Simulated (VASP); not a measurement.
# SiC (R3m) in VASP: a series of runs

The runs below take SiC through single point, with PBEsol.

All numbers are computed with VASP 6.6.1; they aren't measurements. Logs are shortened: lines on timing, memory, paths and dates and some standing lists are left out, and cuts for length are marked.

### Step 1. The cell of the first run

The structure is trigonal, space group R3m (No. 160). Conventional cell: a = 3.032 Å, b = 3.032 Å, c = 6.855 Å, α = 90.00°, β = 90.00°, γ = 120.00°. Within 2.3 Å of Si (site symmetry 3m) lie 4 C at 1.71 to 1.84 Å. C (site symmetry 3m) has 4 Si at 1.71 to 1.84 Å within 2.3 Å.

### Step 2. Single point, PBEsol

Input file INCAR:

```
PREC     = Accurate       # precision mode
ENCUT    = 520            # plane-wave cutoff, eV
EDIFF    = 1E-7           # SCF threshold, eV
ISMEAR   = 0              # smearing method
SIGMA    = 0.05           # smearing width, eV
LREAL    = F              # projectors in reciprocal space
LASPH    = T              # aspherical terms in the spheres
NELM     = 60             # most SCF steps
ALGO     = Normal         # electronic algorithm
ISIF     = 2              # what is computed and relaxed
LWAVE    = F              # write WAVECAR
LCHARG   = F              # write CHGCAR
GGA      = PS             # functional
NBANDS   = 11             # bands
```

Input file KPOINTS:

```
Automatic mesh
0
Gamma
  12 12 12
```

Input file POSCAR:

```
SiC
1.0
    0.0000000000      2.1440364509      2.1440364509
    2.1440364509      0.0000000000      2.1440364509
    2.0339759131      2.0339759131      0.1100605378
Si C
1 1
Direct
    0.0000000000      0.0000000000      0.0000000000
    0.7500000000      0.7500000000      0.7500000000
```

Potentials or basis: VASP PAW PBE potentials, release 64 (Si, C).

Run with:

```
$ cat potpaw_PBE.64/Si/POTCAR potpaw_PBE.64/C/POTCAR > POTCAR
$ mpirun -np 1 vasp_std > vasp.out
```

OUTCAR:

```text
PREC = Accurate
   ENCUT = 520
   EDIFF = 1E-7
   ISMEAR = 0
   LREAL = F
   LASPH = T
   NELM = 60
   ISIF = 2
   GGA = PS

 ion  position               nearest neighbor table
   1  0.000  0.000  0.000-   2 1.71   2 1.84   2 1.84   2 1.84
   2  0.750  0.750  0.750-   1 1.71   1 1.84   1 1.84   1 1.84

  LATTYP: Found a trigonal (rhomboedric) cell.
 ALAT       =     2.8785811352
 COS(alpha) =     0.4452371389

  Lattice vectors:

 A1 = (   2.0339759131,  -0.1100605378,  -2.0339759131)
 A2 = (  -0.1100605378,   2.0339759131,  -2.0339759131)
 A3 = (   2.0339759131,   2.0339759131,   0.1100605378)

Analysis of symmetry for initial positions (statically):
=====================================================================
 Subroutine PRICEL returns:
 Original cell was already a primitive cell.

 Routine SETGRP: Setting up the symmetry group for a
 trigonal (rhombohedral) supercell.

 Subroutine GETGRP returns: Found  6 space group operations
 (whereof  6 operations were pure point group operations)
 out of a pool of 12 trial point group operations.

The static configuration has the point symmetry C_3v.

Analysis of symmetry for dynamics (positions and initial velocities):
=====================================================================
 Subroutine PRICEL returns:
 Original cell was already a primitive cell.

 Routine SETGRP: Setting up the symmetry group for a
 trigonal (rhombohedral) supercell.

 Subroutine GETGRP returns: Found  6 space group operations
 (whereof  6 operations were pure point group operations)
 out of a pool of 12 trial point group operations.

The dynamic configuration has the point symmetry C_3v.

 Subroutine INISYM returns: Found  6 space group operations
 (whereof  6 operations are pure point group operations),
 and found     1 'primitive' translations

----------------------------------------------------------------------------------------

                                     Primitive cell

  volume of cell :      18.1940

  direct lattice vectors                    reciprocal lattice vectors
     0.000000000  2.144036451  2.144036451    -0.239689925  0.226720056  0.239689925
     2.144036451  0.000000000  2.144036451     0.226720056 -0.239689925  0.239689925
     2.033975913  2.033975913  0.110060538     0.252659795  0.252659795 -0.252659795

  length of vectors
     3.032125427  3.032125427  2.878581135     0.407804492  0.407804492  0.437619601

  position of ions in fractional coordinates (direct lattice)
     0.000000000  0.000000000  0.000000000
     0.750000000  0.750000000  0.750000000

  ion indices of the primitive-cell ions
   primitive index   ion index
                 1           1
                 2           2

----------------------------------------------------------------------------------------

 KPOINTS: Automatic mesh

Automatic generation of k-mesh.
 Grid dimensions read from file:
 generate k-points for:   12   12   12

 Generating k-lattice:

  Cartesian coordinates                     Fractional coordinates (reciprocal lattice)
    -0.019974160  0.018893338  0.019974160     0.083333333  0.000000000 -0.000000000
     0.018893338 -0.019974160  0.019974160     0.000000000  0.083333333 -0.000000000
     0.021054983  0.021054983 -0.021054983     0.000000000  0.000000000  0.083333333

  Length of vectors
     0.033983708  0.033983708  0.036468300

  Shift w.r.t. Gamma in fractional coordinates (k-lattice)
     0.000000000  0.000000000  0.000000000

 Subroutine IBZKPT returns following result:
 ===========================================

 Found    189 irreducible k-points:

 Following reciprocal coordinates:
            Coordinates               Weight
  0.000000  0.000000  0.000000      1.000000
  0.083333  0.000000 -0.000000      6.000000
  0.166667  0.000000  0.000000      6.000000
  0.250000  0.000000 -0.000000      6.000000
  0.333333  0.000000  0.000000      6.000000
  0.416667  0.000000 -0.000000      6.000000
[... 16 lines left out ...]
  0.500000  0.166667  0.000000     12.000000
 -0.416667  0.166667  0.000000     12.000000
 [... further k-points ...]
   k-points           NKPTS =    189   k-points in BZ     NKDIM =    189   number of bands    NBANDS=     11
   number of dos      NEDOS =    301   number of ions     NIONS =      2
   total plane-waves  NPLWV =  13824
   dimension x,y,z NGX =    24 NGY =   24 NGZ =   24
   dimension x,y,z NGXF=    48 NGYF=   48 NGZF=   48
   ions per type =               1   1
   NGX,Y,Z   is equivalent  to a cutoff of  13.16, 13.16, 13.86 a.u.
   NGXF,Y,Z  is equivalent  to a cutoff of  26.32, 26.32, 27.72 a.u.
 SYSTEM =  unknown system
   PREC   = accura    normal or accurate (medium, high low for compatibility)
   ISTART =      0    job   : 0-new  1-cont  2-samecut
   ICHARG =      2    charge: 1-file 2-atom 10-const
   ISPIN  =      1    spin polarized calculation?
   LNONCOLLINEAR =      F non collinear calculations
   LSORBIT =      F    spin-orbit coupling
   LASPH  =      T    aspherical Exc in radial PAW
   ENCUT  =  520.0 eV  38.22 Ry    6.18 a.u.   5.64  5.64  5.35*2*pi/ulx,y,z
   NELM   =     60;   NELMIN=  2; NELMDL= -5     # of ELM steps
   EDIFF  = 0.1E-06   stopping-criterion for ELM
   LREAL  =      F    real-space projection
   EDIFFG = 0.1E-05   stopping-criterion for IOM
   NSW    =      0    number of steps for IOM
   IBRION =     -1    ionic relax: 0-MD 1-quasi-New 2-CG
   NFREE  =      0    steps in history (QN), initial steepest desc. (CG)
   ISIF   =      2    stress and relaxation
   ISYM   =      2    0-nonsym 1-usesym 2-fastsym
   POTIM  = 0.5000    time-step for ionic-motion
   TEBEG  =    0.0;   TEEND  =   0.0 temperature during run
   PSTRESS=    0.0 pullay stress
   NELECT =       8.0000    total number of electrons
   NUPDOWN=      -1.0000    fix difference up-down
   EMIN   =  10.00;   EMAX   =-10.00  energy-range for DOS
   EFERMI =   0.00;   METHOD = LEGACY
   ISMEAR =     0;   SIGMA  =   0.05  broadening in eV -4-tet -1-fermi 0-gaus
   EFERMI_NEDOS =   21; number of points for ismear=-14 and -15
   IALGO  =     38    algorithm
   IMIX   =      4    mixing-type and parameters
     AMIX     =   0.40;   BMIX     =  1.00
     AMIX_MAG =   1.60;   BMIX_MAG =  1.00
  volume/ion in A,a.u.               =       9.10        61.39
  Fermi-wavevector in a.u.,A,eV,Ry     =   1.244884  2.352489 21.085429  1.549735
  Thomas-Fermi vector in A             =   2.379131
   LORBIT       =      0    0 simple, 1 ext, 2 COOP (PROOUT), +10 PAW based schemes
   GGA     = PS    functional components
   LHFCALC =     F    Hartree Fock is set to
   AEXX    =    0.0000 exact exchange contribution
   IVDW    =     0    specifies the selected vdW correction
   LEPSILON=     F    determine dielectric tensor
   LRPA    =     F    only Hartree local field effects (RPA)
 non-spin polarized calculation
 Gauss-broadening in eV      SIGMA  =   0.05
  energy-cutoff  :      520.00
  volume of cell :       18.19
 maximum number of plane-waves:       504
   NGX = 11   NGY = 11   NGZ = 11

 number of electron       8.0000000 magnetization

 Free energy of the ion-electron system (eV)
  ---------------------------------------------------
  ext. energy  EPLUGINS =         0.00000000
  ---------------------------------------------------
  free energy    TOTEN  =       -15.46050763 eV

  energy without entropy =      -15.46050763  energy(sigma->0) =      -15.46050763

 E-fermi :  10.1106     XC(G=0): -12.0648

 val. band max:        9.8862291599   @ k =   0.0000   0.0000   0.0000
 cond. band min:      10.5588697078   @ k =   0.5000   0.5000  -0.0000
 fundamental gap:      0.6726405479
 Fermi energy:        10.1105622505

 k-point     1 :       0.0000    0.0000    0.0000
  band No.  band energies     occupation
      1      -6.9191      2.00000
      2       9.3824      2.00000
      3       9.3824      2.00000
      4       9.8862      2.00000
      5      16.3787      0.00000
      6      17.0921      0.00000
      7      17.0921      0.00000
      8      20.1732      0.00000
      9      24.8889      0.00000
     10      24.8889      0.00000
     11      27.5533      0.00000

 k-point     2 :       0.0833    0.0000   -0.0000
  band No.  band energies     occupation
      1      -6.7743      2.00000
      2       8.6201      2.00000
      3       9.3115      2.00000
      4       9.7596      2.00000
      5      16.6715      0.00000
      6      17.2730      0.00000
      7      17.3824      0.00000
      8      20.2267      0.00000
      9      23.9212      0.00000
     10      24.3186      0.00000
     11      27.0301      0.00000

 k-point     3 :       0.1667    0.0000    0.0000
  band No.  band energies     occupation
      1      -6.3437      2.00000
      2       6.8466      2.00000
      3       9.1365      2.00000
      4       9.5085      2.00000
      5      16.8167      0.00000
      6      17.6396      0.00000
      7      18.2298      0.00000
      8      20.3410      0.00000
      9      22.8606      0.00000
     10      23.8340      0.00000
     11      26.3138      0.00000

 k-point     4 :       0.2500    0.0000   -0.0000
  band No.  band energies     occupation
      1      -5.6410      2.00000
      2       4.7752      2.00000
      3       8.9334      2.00000
      4       9.2194      2.00000
      5      16.7181      0.00000
      6      17.7321      0.00000
      7      18.7869      0.00000
      8      20.3822      0.00000
      9      22.8009      0.00000
     10      24.2884      0.00000
     11      26.0905      0.00000
[... 239 lines left out ...]
 k-point    22 :       0.4167    0.1667   -0.0000
  band No.  band energies     occupation
      1      -3.8065      2.00000
      2       2.4016      2.00000
      3       7.2598      2.00000
      4       7.9864      2.00000
      5      14.9533      0.00000
      6      18.1586      0.00000
      7      19.4652      0.00000
      8      20.2286      0.00000
      9      24.0415      0.00000
     10      27.9620      0.00000
     11      29.5048      0.00000

 k-point    23 :       0.5000    0.1667    0.0000
  band No.  band energies     occupation
      1      -2.8418      2.00000
      2       0.9713      2.00000
      3       6.7532      2.00000
      4       8.0586      2.00000
      5      15.0420      0.00000
      6      18.3124      0.00000
      7      19.6943      0.00000
      8      20.6980      0.00000
      9      24.3553      0.00000
     10      28.2484      0.00000
     11      29.5276      0.00000

 k-point    24 :      -0.4167    0.1667    0.0000
  band No.  band energies     occupation
      1      -2.7061      2.00000
      2       0.7977      2.00000
      3       6.3537      2.00000
      4       8.2897      2.00000
      5      15.3866      0.00000
      6      18.2003      0.00000
      7      19.5445      0.00000
      8      21.5825      0.00000
      9      24.6744      0.00000
     10      26.8452      0.00000
     11      29.2075      0.00000

 [... further k-points ...]
[... 5 lines left out ...]
  --------------------------------------------------------------------------------------
  -------------------------------------------------------------------------------------
  Total        4.4675802      4.4675802      4.4675802      2.4840299     -2.4840299     -2.4840299
  in kB      393.4184774    393.4184774    393.4184774    218.7455434   -218.7455434   -218.7455434
  external PRESSURE =     393.4184774 kB  Pullay stress =       0.0000000 kB

 VOLUME and BASIS-vectors are now :
 -----------------------------------------------------------------------------
  energy-cutoff  :      520.00
  volume of cell :       18.19
      direct lattice vectors                 reciprocal lattice vectors
     0.000000000  2.144036451  2.144036451    -0.239689925  0.226720056  0.239689925
     2.144036451  0.000000000  2.144036451     0.226720056 -0.239689925  0.239689925
     2.033975913  2.033975913  0.110060538     0.252659795  0.252659795 -0.252659795

 POSITION                                       TOTAL-FORCE (eV/Angst)
 -----------------------------------------------------------------------------------
      0.00000      0.00000      0.00000        -1.135394     -1.135394      1.135394
      3.13351      3.13351      3.29860         1.135394      1.135394     -1.135394
 -----------------------------------------------------------------------------------
    total drift:                               -0.000110     -0.000110      0.000110

  FREE ENERGIE OF THE ION-ELECTRON SYSTEM (eV)
  ---------------------------------------------------
  free  energy   TOTEN  =       -15.4605076347 eV

  energy  without entropy=      -15.4605076347  energy(sigma->0) =      -15.46050763
```

It took 22 s on 1 thread of AMD EPYC 9R45 (Zen 5), shared host; peak memory 0.12 GiB.

What came out:

* Free energy: -15.4605 eV
* Pressure: 39.3 GPa
* Largest force: 1.967 eV/Å
* Band gap on the k mesh: 0.67 eV, indirect (least direct gap 3.90 eV)

Forces in eV/Å, atoms in the order of the input:
```
Si  -1.135 -1.135  1.135
C    1.135  1.135 -1.135
```

Levels at points of the mesh, in eV from the valence-band top:
```
           k point  band 1  band 2  band 3  band 4  band 5  band 6  band 7  band 8  band 9
(0.00, 0.00, 0.00)  -16.81   -0.50   -0.50    0.00    6.49    7.21    7.21   10.29   15.00
(0.50, 0.00, 0.00)  -12.92   -9.73   -1.27   -1.14    6.49    7.01    8.39   10.60   16.92
(0.50, 0.50, 0.00)  -11.11   -8.57   -4.26   -3.22    0.67    4.54   14.56   15.07   16.57
(0.00, 0.00, 0.50)  -12.02   -9.39   -1.92   -1.92    5.05    6.58    6.58    9.74   17.65
```

Caveat: the PAW data sets were made with another functional, which shifts forces and pressure a little. A k mesh can miss the band edges.

### Step 3. Single point, PBEsol

This run uses another cell than the first one, of 9.72 Å³/atom, 1.068 times its volume.

Input file INCAR:

```
PREC = Accurate ; ENCUT = 520
EDIFF = 1E-7 ; ISMEAR = 0
SIGMA = 0.05 ; LREAL = F
LASPH = T ; NELM = 60
ALGO = Normal ; ISIF = 2
LWAVE = F ; LCHARG = F
GGA = PS ; NBANDS = 11
```

Input file KPOINTS:

```
regular mesh
0
Gamma
  12 12 12
```

Input file POSCAR:

```
SiC
1.0
    0.0000000000      2.1916784324      2.1916784324
    2.1916784324      0.0000000000      2.1916784324
    2.0791722729      2.0791722729      0.1125061595
Si C
1 1
Direct
    0.0000000000      0.0000000000      0.0000000000
    0.7500000000      0.7500000000      0.7500000000
```

Potentials or basis: VASP PAW PBE potentials, release 64 (Si, C).

Run with:

```
$ cat potpaw_PBE.64/Si/POTCAR potpaw_PBE.64/C/POTCAR > POTCAR
$ mpirun -np 1 vasp_std > vasp.out
```

OUTCAR:

```text
PREC = Accurate
   ENCUT = 520
   EDIFF = 1E-7
   ISMEAR = 0
   LREAL = F
   LASPH = T
   NELM = 60
   ISIF = 2
   GGA = PS

 ion  position               nearest neighbor table
   1  0.000  0.000  0.000-   2 1.75   2 1.88   2 1.88   2 1.88
   2  0.750  0.750  0.750-   1 1.75   1 1.88   1 1.88   1 1.88

  LATTYP: Found a trigonal (rhomboedric) cell.
 ALAT       =     2.9425452106
 COS(alpha) =     0.4452371389

  Lattice vectors:

 A1 = (   2.0791722729,  -0.1125061595,  -2.0791722729)
 A2 = (  -0.1125061595,   2.0791722729,  -2.0791722729)
 A3 = (   2.0791722729,   2.0791722729,   0.1125061595)

Analysis of symmetry for initial positions (statically):
=====================================================================
 Subroutine PRICEL returns:
 Original cell was already a primitive cell.

 Routine SETGRP: Setting up the symmetry group for a
 trigonal (rhombohedral) supercell.

 Subroutine GETGRP returns: Found  6 space group operations
 (whereof  6 operations were pure point group operations)
 out of a pool of 12 trial point group operations.

The static configuration has the point symmetry C_3v.

Analysis of symmetry for dynamics (positions and initial velocities):
[... 165 lines left out ...]

 k-point     1 :       0.0000    0.0000    0.0000
  band No.  band energies     occupation
      1      -7.1656      2.00000
      2       8.6166      2.00000
      3       8.6166      2.00000
      4       9.0466      2.00000
      5      14.9098      0.00000
      6      15.8426      0.00000
      7      15.8426      0.00000
      8      18.6818      0.00000
      9      23.6820      0.00000
     10      23.6820      0.00000
     11      26.0049      0.00000
[... 309 lines left out ...]
 k-point    24 :      -0.4167    0.1667    0.0000
  band No.  band energies     occupation
      1      -3.2197      2.00000
      2       0.3623      2.00000
      3       5.6463      2.00000
      4       7.5083      2.00000
      5      14.3892      0.00000
      6      16.8889      0.00000
      7      18.2961      0.00000
      8      20.1554      0.00000
      9      23.2566      0.00000
     10      25.3806      0.00000
     11      27.5774      0.00000

 [... further k-points ...]
[... 5 lines left out ...]
  --------------------------------------------------------------------------------------
  -------------------------------------------------------------------------------------
  Total        2.2101552      2.2101552      2.2101552      2.2350514     -2.2350514     -2.2350514
  in kB      182.2095592    182.2095592    182.2095592    184.2620512   -184.2620512   -184.2620512
  external PRESSURE =     182.2095592 kB  Pullay stress =       0.0000000 kB

 VOLUME and BASIS-vectors are now :
 -----------------------------------------------------------------------------
  energy-cutoff  :      520.00
  volume of cell :       19.43
      direct lattice vectors                 reciprocal lattice vectors
     0.000000000  2.191678432  2.191678432    -0.234479625  0.221791690  0.234479625
     2.191678432  0.000000000  2.191678432     0.221791690 -0.234479625  0.234479625
     2.079172273  2.079172273  0.112506159     0.247167559  0.247167559 -0.247167559

 POSITION                                       TOTAL-FORCE (eV/Angst)
 -----------------------------------------------------------------------------------
      0.00000      0.00000      0.00000        -0.880474     -0.880474      0.880474
      3.20314      3.20314      3.37190         0.880474      0.880474     -0.880474
 -----------------------------------------------------------------------------------
    total drift:                                0.000029      0.000029     -0.000030

  FREE ENERGIE OF THE ION-ELECTRON SYSTEM (eV)
  ---------------------------------------------------
  free  energy   TOTEN  =       -15.6796422823 eV

  energy  without entropy=      -15.6796422823  energy(sigma->0) =      -15.67964228
```

It took 25 s on 1 thread of Intel Xeon 6975P-C, shared host; peak memory 0.16 GiB.

Results:

```yaml
Free_energy: -15.6796 eV
Pressure: 18.2 GPa
Largest_force: 1.525 eV/Å
Band_gap_on_the_k_mesh: 0.79 eV, indirect (least direct gap 3.88 eV)
```

Forces on the atoms (eV/Å):
```
Si  -0.880 -0.880  0.880
C    0.880  0.880 -0.880
```

Levels at points of the mesh, in eV from the valence-band top:
| k point | band 1 | band 2 | band 3 | band 4 | band 5 | band 6 | band 7 | band 8 | band 9 |
| --- | --- | --- | --- | --- | --- | --- | --- | --- | --- |
| (0.00, 0.00, 0.00) | -16.21 | -0.43 | -0.43 | 0.00 | 5.86 | 6.80 | 6.80 | 9.64 | 14.64 |
| (0.50, 0.00, 0.00) | -12.58 | -9.28 | -1.20 | -1.12 | 5.92 | 6.79 | 8.08 | 10.24 | 16.16 |
| (0.50, 0.50, 0.00) | -10.86 | -8.29 | -4.05 | -3.09 | 0.79 | 4.33 | 13.80 | 14.33 | 15.70 |
| (0.00, 0.00, 0.50) | -11.72 | -9.00 | -1.83 | -1.83 | 4.52 | 6.41 | 6.41 | 9.48 | 16.74 |

Caveat: the PAW data sets were made with another functional, which shifts forces and pressure a little. PBEsol gaps usually lie below the measured ones, often by a third to a half.

[end of part 1 of 2]
